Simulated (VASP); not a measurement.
# Li: single point with LDA

Li:

```
Li
1.0
     0.00000    2.17224    2.17224
     2.17224    0.00000    2.17224
     2.17224    2.17224    0.00000
Li
1
Direct
  0.00000 0.00000 0.00000
```

This isn't the form of Li at room conditions, which is bcc.

```yaml
Program: VASP 6.6.1
Task: single point
Functional: LDA
Potentials_or_basis: VASP PAW LDA potentials, release 64 (Li_sv)
Cutoff: 520 eV
k_mesh: 16 × 16 × 16
Occupations: fermi-dirac, width 0.05 eV
Spin: no spin polarisation
Dipole_correction: no
Further_INCAR_settings: ALGO = Normal; EDIFF = 1e-07; NBANDS = 8
```

* Band gap on the k mesh: zero (an odd number of electrons rules out a gap without spin polarisation)

Levels at points of the mesh, in eV from the Fermi level:
| k point | band 1 | band 2 | band 3 | band 4 | band 5 |
| --- | --- | --- | --- | --- | --- |
| (0.00, 0.00, 0.00) | -45.64 | -3.47 | 14.01 | 14.01 | 14.01 |
| (0.50, 0.00, 0.00) | -45.62 | -0.01 | 2.94 | 12.33 | 12.33 |
| (0.50, 0.50, 0.00) | -45.61 | 1.50 | 4.73 | 8.27 | 8.27 |

It took 17 s on 1 thread of Intel(R) Xeon(R) Platinum 8259CL CPU @ 2.50GHz (Skylake/Cascade Lake) (shared host), peak memory 0.13 GiB.
